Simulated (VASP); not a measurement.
The system is Ge3Te2O.

```
CELL_PARAMETERS angstrom
4.00000 0.00000 0.00000
0.00000 4.00000 0.00000
0.00000 0.00000 16.30000
ATOMIC_POSITIONS crystal
Ge 0.00000 0.50000 0.58300
Ge 0.00000 0.50000 0.25000
Ge 0.00000 0.50000 0.92300
Ge 0.50000 0.00000 0.07700
Ge 0.50000 0.00000 0.41700
Ge 0.50000 0.00000 0.75000
Te 0.00000 0.50000 0.41700
Te 0.00000 0.50000 0.75000
Te 0.50000 0.00000 0.58300
Te 0.50000 0.00000 0.25000
O 0.50000 0.50000 0.00000
O 0.00000 0.00000 0.00000
```

```yaml
Program: VASP 6.6.1
Task: relaxation of cell and atoms
Functional: PBE
Potentials_or_basis: VASP PAW PBE potentials, release 64 (Ge_d, Te, O)
Cutoff: 600 eV
k_mesh: 3 × 3 × 1
Occupations: gaussian, width 0.15 eV
Spin: no spin polarisation
```

At the start: pressure 6.9 GPa; volume 21.73 Å³/atom.

**Question.** How do energy, volume and symmetry change on relaxing?

**Answer.** Over 16 steps the energy falls by 296.8 meV/atom and the volume is 26.18 Å³/atom (+20.5 %); space group P4/nmm (No. 129, to 0.1 Å) before and after.

Step by step:
```tsv
step	energy change (eV)	largest force (eV/Å)	pressure (GPa)	volume (Å³)
1	0.0000	4.6589	6.90	260.80
2	-2.4956	2.6484	-0.55	297.63
3	-2.8270	1.9064	-2.97	317.64
4	-3.3358	0.3322	0.66	301.73
5	-3.3369	0.3089	0.85	300.95
6	-3.3982	0.3561	0.48	305.31
7	-3.4410	0.3463	-0.26	311.94
8	-3.4419	0.3365	-0.38	313.09
9	-3.4853	0.2990	-0.06	312.72
10	-3.5047	0.4743	0.42	312.28
11	-3.5387	0.2163	-0.35	317.17
12	-3.5389	0.1686	-0.55	318.05
13	-3.5556	0.1291	0.05	313.95
14	-3.5560	0.1272	0.03	314.40
15	-3.5611	0.0847	-0.07	314.26
16	-3.5617	0.0614	-0.11	314.19
```

Final structure:
```yaml
crystal:
  lattice:
    - [4.14393, 0.00000, 0.00000]
    - [0.00000, 4.14393, 0.00000]
    - [0.00000, 0.00000, 18.29667]
  atoms:
    - { symbol: Ge, position: [0.00000, 0.50000, 0.59754] }
    - { symbol: Ge, position: [0.00000, 0.50000, 0.25957] }
    - { symbol: Ge, position: [0.00000, 0.50000, 0.95534] }
    - { symbol: Ge, position: [0.50000, 0.00000, 0.04466] }
    - { symbol: Ge, position: [0.50000, 0.00000, 0.40246] }
    - { symbol: Ge, position: [0.50000, 0.00000, 0.74043] }
    - { symbol: Te, position: [0.00000, 0.50000, 0.41292] }
    - { symbol: Te, position: [0.00000, 0.50000, 0.75686] }
    - { symbol: Te, position: [0.50000, 0.00000, 0.58708] }
    - { symbol: Te, position: [0.50000, 0.00000, 0.24314] }
    - { symbol: O, position: [0.50000, 0.50000, 0.00000] }
    - { symbol: O, position: [0.00000, 0.00000, 0.00000] }
```

Caveat: the k points lie up to 0.51 Å⁻¹ apart in the final cell; the volume moved by over 15 % at a fixed basis, so the end points are rough; the relaxation stopped at a loose force limit of 0.08 eV/Å, so its end isn't a converged minimum.
